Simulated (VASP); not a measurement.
# SiNi (Pmmn) in VASP: further runs

Aim: see how the results for SiNi move with the level of theory and the settings. Levels: BLYP, PBE. Tasks: single point.

Program: VASP 6.6.1. These are calculated values, not measurements. Logs are shortened: lines on timing, memory, paths and dates and some standing lists are left out, and cuts for length are marked.

## 1. The cell of the first run

Symmetry: Pmmn, No. 59, orthorhombic system. Conventional cell: a = 2.943 Å, b = 3.280 Å, c = 4.677 Å, α = 90.00°, β = 90.00°, γ = 90.00°. Within 3.1 Å of Ni (site symmetry mm2) lie 6 Si at 2.34 to 2.37 Å and 6 Ni at 2.65 to 2.94 Å. Si (site symmetry mm2) has 6 Ni at 2.34 to 2.37 Å and 6 Si at 2.65 to 2.94 Å within 3.1 Å.

## 2. Single point, BLYP, collinear spin, ferromagnetic start

INCAR reads:

```
SYSTEM = SiNi
AGGAC = 1.0
AGGAX = 1.0
ALDAC = 0.0
ALDAX = 1.0
ALGO = Normal
EDIFF = 1E-7
ENCUT = 520
GGA = B5
ISIF = 2
ISMEAR = -1
ISPIN = 2
LASPH = .TRUE.
LCHARG = .TRUE.
LELF = .TRUE.
LMAXMIX = 4
LORBIT = 11
LREAL = .FALSE.
LVHAR = .TRUE.
LWAVE = .FALSE.
MAGMOM = 1 1 0 0
NBANDS = 26
NELM = 150
PREC = Accurate
SIGMA = 0.05
```

KPOINTS reads:

```
k-points
0
G
  9 8 6
  0 0 0
```

POSCAR reads:

```
SiNi
1.0
    2.9427706600      0.0000000000      0.0000000000
    0.0000000000      3.2803255400      0.0000000000
    0.0000000000      0.0000000000      4.6774467600
Ni Si
2 2
Direct
    0.5000000000      0.5000000000      0.3424955900
    0.0000000000      0.0000000000      0.6575044100
    0.5000000000      0.5000000000      0.8431431600
    0.0000000000      0.0000000000      0.1568568400
```

Potentials or basis: VASP PAW PBE potentials, release 64 (Ni, Si).

Command:

```console
$ cat potpaw_PBE.64/Ni/POTCAR potpaw_PBE.64/Si/POTCAR > POTCAR
$ mpirun -np 1 vasp_std > vasp.out
```

OUTCAR:

```text
SYSTEM = SiNi
   EDIFF = 1E-7
   ENCUT = 520
   GGA = B5
   ISIF = 2
   ISMEAR = -1
   ISPIN = 2
   LASPH = .TRUE.
   LORBIT = 11
   LREAL = .FALSE.
   NELM = 150
   PREC = Accurate

 ion  position               nearest neighbor table
   1  0.500  0.500  0.342-   3 2.34   3 2.34   4 2.37   4 2.37   4 2.37   4 2.37   2 2.65   2 2.65
                             2 2.65   2 2.65
   2  0.000  0.000  0.658-   4 2.34   4 2.34   3 2.37   3 2.37   3 2.37   3 2.37   1 2.65   1 2.65
                             1 2.65   1 2.65
   3  0.500  0.500  0.843-   1 2.34   1 2.34   2 2.37   2 2.37   2 2.37   2 2.37   4 2.65   4 2.65
                             4 2.65   4 2.65
   4  0.000  0.000  0.157-   2 2.34   2 2.34   1 2.37   1 2.37   1 2.37   1 2.37   3 2.65   3 2.65
                             3 2.65   3 2.65

  LATTYP: Found a simple orthorhombic cell.
 ALAT       =     2.9427706600
 B/A-ratio  =     1.1147064855
 C/A-ratio  =     1.5894703667

  Lattice vectors:

 A1 = (   2.9427706600,   0.0000000000,   0.0000000000)
 A2 = (   0.0000000000,   3.2803255400,   0.0000000000)
 A3 = (   0.0000000000,   0.0000000000,   4.6774467600)

Analysis of symmetry for initial positions (statically):
=====================================================================
 Subroutine PRICEL returns:
 Original cell was already a primitive cell.

 Routine SETGRP: Setting up the symmetry group for a
 simple orthorhombic supercell.

 Subroutine GETGRP returns: Found  8 space group operations
 (whereof  4 operations were pure point group operations)
 out of a pool of  8 trial point group operations.

The static configuration has the point symmetry C_2v.
 The point group associated with its full space group is D_2h.

Analysis of symmetry for dynamics (positions and initial velocities):
=====================================================================
 Subroutine PRICEL returns:
 Original cell was already a primitive cell.

 Routine SETGRP: Setting up the symmetry group for a
 simple orthorhombic supercell.

 Subroutine GETGRP returns: Found  8 space group operations
 (whereof  4 operations were pure point group operations)
 out of a pool of  8 trial point group operations.

The dynamic configuration has the point symmetry C_2v.
 The point group associated with its full space group is D_2h.

Analysis of structural, dynamic, and magnetic symmetry:
=====================================================================
 Subroutine PRICEL returns:
 Original cell was already a primitive cell.

 Routine SETGRP: Setting up the symmetry group for a
 simple orthorhombic supercell.

 Subroutine GETGRP returns: Found  8 space group operations
 (whereof  4 operations were pure point group operations)
 out of a pool of  8 trial point group operations.

The overall configuration has the point symmetry C_2v.
 The point group associated with its full space group is D_2h.

 Subroutine INISYM returns: Found  8 space group operations
 (whereof  4 operations are pure point group operations),
 and found     1 'primitive' translations

----------------------------------------------------------------------------------------

                                     Primitive cell

  volume of cell :      45.1525

  direct lattice vectors                    reciprocal lattice vectors
     2.942770660  0.000000000  0.000000000     0.339815812  0.000000000  0.000000000
     0.000000000  3.280325540  0.000000000     0.000000000  0.304847793  0.000000000
     0.000000000  0.000000000  4.677446760     0.000000000  0.000000000  0.213791851

  length of vectors
     2.942770660  3.280325540  4.677446760     0.339815812  0.304847793  0.213791851

  position of ions in fractional coordinates (direct lattice)
     0.500000000  0.500000000  0.342495590
     0.000000000  0.000000000  0.657504410
     0.500000000  0.500000000  0.843143160
     0.000000000  0.000000000  0.156856840

  ion indices of the primitive-cell ions
   primitive index   ion index
                 1           1
                 2           2
[... 25 lines left out ...]
 ===========================================

 Found    100 irreducible k-points:

 Following reciprocal coordinates:
            Coordinates               Weight
  0.000000  0.000000  0.000000      1.000000
  0.111111  0.000000  0.000000      2.000000
  0.222222  0.000000  0.000000      2.000000
  0.333333  0.000000  0.000000      2.000000
  0.444444  0.000000  0.000000      2.000000
  0.000000  0.125000  0.000000      2.000000
[... 16 lines left out ...]
  0.222222  0.500000  0.000000      2.000000
  0.333333  0.500000  0.000000      2.000000
 [... further k-points ...]
   k-points           NKPTS =    100   k-points in BZ     NKDIM =    100   number of bands    NBANDS=     26
   number of dos      NEDOS =    301   number of ions     NIONS =      4
   total plane-waves  NPLWV =  20736
   dimension x,y,z NGX =    24 NGY =   24 NGZ =   36
   dimension x,y,z NGXF=    48 NGYF=   48 NGZF=   72
   ions per type =               2   2
   NGX,Y,Z   is equivalent  to a cutoff of  13.56, 12.16, 12.80 a.u.
   NGXF,Y,Z  is equivalent  to a cutoff of  27.12, 24.33, 25.59 a.u.
 SYSTEM =  SiNi
   PREC   = accura    normal or accurate (medium, high low for compatibility)
   ISTART =      0    job   : 0-new  1-cont  2-samecut
   ICHARG =      2    charge: 1-file 2-atom 10-const
   ISPIN  =      2    spin polarized calculation?
   LNONCOLLINEAR =      F non collinear calculations
   LSORBIT =      F    spin-orbit coupling
   LASPH  =      T    aspherical Exc in radial PAW
   ENCUT  =  520.0 eV  38.22 Ry    6.18 a.u.   5.47  6.10  8.70*2*pi/ulx,y,z
   NELM   =    150;   NELMIN=  2; NELMDL= -5     # of ELM steps
   EDIFF  = 0.1E-06   stopping-criterion for ELM
   LREAL  =      F    real-space projection
   EDIFFG = 0.1E-05   stopping-criterion for IOM
   NSW    =      0    number of steps for IOM
   IBRION =     -1    ionic relax: 0-MD 1-quasi-New 2-CG
   NFREE  =      0    steps in history (QN), initial steepest desc. (CG)
   ISIF   =      2    stress and relaxation
   ISYM   =      2    0-nonsym 1-usesym 2-fastsym
   POTIM  = 0.5000    time-step for ionic-motion
   TEBEG  =    0.0;   TEEND  =   0.0 temperature during run
   PSTRESS=    0.0 pullay stress
   NELECT =      28.0000    total number of electrons
   NUPDOWN=      -1.0000    fix difference up-down
   EMIN   =  10.00;   EMAX   =-10.00  energy-range for DOS
   EFERMI =   0.00;   METHOD = LEGACY
   ISMEAR =    -1;   SIGMA  =   0.05  broadening in eV -4-tet -1-fermi 0-gaus
   EFERMI_NEDOS =   21; number of points for ismear=-14 and -15
   IALGO  =     38    algorithm
   IMIX   =      4    mixing-type and parameters
     AMIX     =   0.40;   BMIX     =  1.00
     AMIX_MAG =   1.60;   BMIX_MAG =  1.00
  volume/ion in A,a.u.               =      11.29        76.18
  Fermi-wavevector in a.u.,A,eV,Ry     =   1.396047  2.638147 26.517045  1.948948
  Thomas-Fermi vector in A             =   2.519440
   LORBIT       =     11    0 simple, 1 ext, 2 COOP (PROOUT), +10 PAW based schemes
   GGA     = B5    functional components
   LHFCALC =     F    Hartree Fock is set to
   AEXX    =    0.0000 exact exchange contribution
   IVDW    =     0    specifies the selected vdW correction
   LEPSILON=     F    determine dielectric tensor
   LRPA    =     F    only Hartree local field effects (RPA)
 spin polarized calculation
  energy-cutoff  :      520.00
  volume of cell :       45.15
 maximum number of plane-waves:      1232
 NGX is ok and might be reduce to    24
   NGX = 11   NGY = 13   NGZ = 17

 number of electron      28.0000012 magnetization       0.0000175

 number of electron      28.0000012 magnetization      -0.0000176

 Free energy of the ion-electron system (eV)
  ---------------------------------------------------
  ext. energy  EPLUGINS =         0.00000000
  ---------------------------------------------------
  free energy    TOTEN  =       -19.27416722 eV

  energy without entropy =      -19.26608388  energy(sigma->0) =      -19.27012555

 E-fermi :  12.2651     XC(G=0): -11.9808

 val. band max:       12.2177548995   @ k =   0.4444   0.3750   0.5000
 cond. band min:      12.3036543260   @ k =   0.4444   0.5000   0.3333
 fundamental gap:      0.0858994264
 Fermi energy:        12.2650870539

 spin component 1

 k-point     1 :       0.0000    0.0000    0.0000
  band No.  band energies     occupation
      1      -1.8302      1.00000
      2       3.9212      1.00000
      3       5.6944      1.00000
      4       7.9774      1.00000
      5       8.4151      1.00000
      6       9.2083      1.00000
[... 685 lines left out ...]
     25      29.3553      0.00000
     26      29.3553      0.00000

 [... further k-points ...]

 spin component 2

 k-point     1 :       0.0000    0.0000    0.0000
  band No.  band energies     occupation
      1      -1.8302      1.00000
      2       3.9212      1.00000
      3       5.6944      1.00000
      4       7.9774      1.00000
      5       8.4151      1.00000
      6       9.2083      1.00000
[... 685 lines left out ...]
     25      29.3553      0.00000
     26      29.3553      0.00000

 [... further k-points ...]

------------------------ aborting loop because EDIFF is reached ----------------------------------------

  FORCE on cell =-STRESS in cart. coord.  units (eV):
  Direction    XX          YY          ZZ          XY          YZ          ZX
  --------------------------------------------------------------------------------------
  -------------------------------------------------------------------------------------
  Total        5.0627032      4.7792711      3.9221449      0.0000000      0.0000000      0.0000000
  in kB      179.6432226    169.5860139    139.1720429      0.0000000      0.0000000      0.0000000
  external PRESSURE =     162.8004265 kB  Pullay stress =       0.0000000 kB

 VOLUME and BASIS-vectors are now :
 -----------------------------------------------------------------------------
  energy-cutoff  :      520.00
  volume of cell :       45.15
      direct lattice vectors                 reciprocal lattice vectors
     2.942770660  0.000000000  0.000000000     0.339815812  0.000000000  0.000000000
     0.000000000  3.280325540  0.000000000     0.000000000  0.304847793  0.000000000
     0.000000000  0.000000000  4.677446760     0.000000000  0.000000000  0.213791851

 POSITION                                       TOTAL-FORCE (eV/Angst)
 -----------------------------------------------------------------------------------
      1.47139      1.64016      1.60200         0.000000      0.000000     -0.109782
      0.00000      0.00000      3.07544         0.000000      0.000000      0.109782
      1.47139      1.64016      3.94376         0.000000      0.000000     -0.139553
      0.00000      0.00000      0.73369         0.000000      0.000000      0.139553
 -----------------------------------------------------------------------------------
    total drift:                                0.000000      0.000000      0.000000

  FREE ENERGIE OF THE ION-ELECTRON SYSTEM (eV)
  ---------------------------------------------------
  free  energy   TOTEN  =       -19.2741672191 eV

  energy  without entropy=      -19.2660838816  energy(sigma->0) =      -19.27012555

 total charge

# of ion       s       p       d       tot
------------------------------------------
    1        0.488   0.618   8.525   9.631
    2        0.488   0.618   8.525   9.631
    3        0.759   0.880   0.000   1.640
    4        0.759   0.880   0.000   1.640
--------------------------------------------------
tot          2.494   2.997  17.049  22.541

 magnetization (x)

# of ion       s       p       d       tot
------------------------------------------
    1       -0.000  -0.000   0.000   0.000
    2       -0.000  -0.000   0.000   0.000
    3        0.000   0.000   0.000   0.000
    4        0.000   0.000   0.000   0.000
--------------------------------------------------
tot          0.000   0.000   0.000   0.000
```

Run time: 90 s. Hardware: 1 thread of Intel Xeon 6975P-C (Granite Rapids), shared host; peak memory 0.28 GiB.

What came out:

```
Free energy                                           : -19.2742 eV
Pressure                                              : 16.3 GPa
Largest force                                         : 0.140 eV/Å
Band gap on the k mesh                                : zero (filled and empty bands overlap)
Net moment                                            : 0.00 μB per cell
Valence electrons inside the program's atomic spheres : Ni 9.63; Si 1.64
```

Forces in eV/Å, atoms in the order of the input:
```
Ni   0.000  0.000 -0.110
Ni   0.000  0.000  0.110
Si   0.000  0.000 -0.140
Si   0.000  0.000  0.140
```

Levels at points of the mesh, in eV from the Fermi level:
Spin up:
```
           k point  band 10  band 11  band 12  band 13  band 14  band 15  band 16  band 17  band 18  band 19
(0.00, 0.00, 0.00)    -2.76    -2.40    -2.08    -2.06    -1.36     1.21     2.73     5.11     5.70     7.16
(0.00, 0.50, 0.00)    -2.82    -2.32    -2.32    -2.28    -2.28     1.15     1.15     4.95     4.95     7.99
(0.00, 0.00, 0.50)    -2.85    -2.76    -2.13     1.06     1.63     2.09     2.43     2.85     3.60     4.50
(0.00, 0.50, 0.50)    -2.61    -2.14    -2.14    -2.10    -2.10     5.27     5.27     5.34     5.34     7.26
```
Spin down:
| k point | band 12 | band 13 | band 14 | band 15 | band 16 | band 17 |
| --- | --- | --- | --- | --- | --- | --- |
| (0.00, 0.00, 0.00) | -2.08 | -2.06 | -1.36 | 1.21 | 2.73 | 5.11 |
| (0.00, 0.50, 0.00) | -2.32 | -2.28 | -2.28 | 1.15 | 1.15 | 4.95 |
| (0.00, 0.00, 0.50) | -2.13 | 1.06 | 1.63 | 2.09 | 2.43 | 2.85 |
| (0.00, 0.50, 0.50) | -2.14 | -2.10 | -2.10 | 5.27 | 5.27 | 5.34 |

Caveat: the cell stands under pressure; the PAW data sets were made with another functional, which shifts forces and pressure a little.

(Part 1 of 2 ends here.)
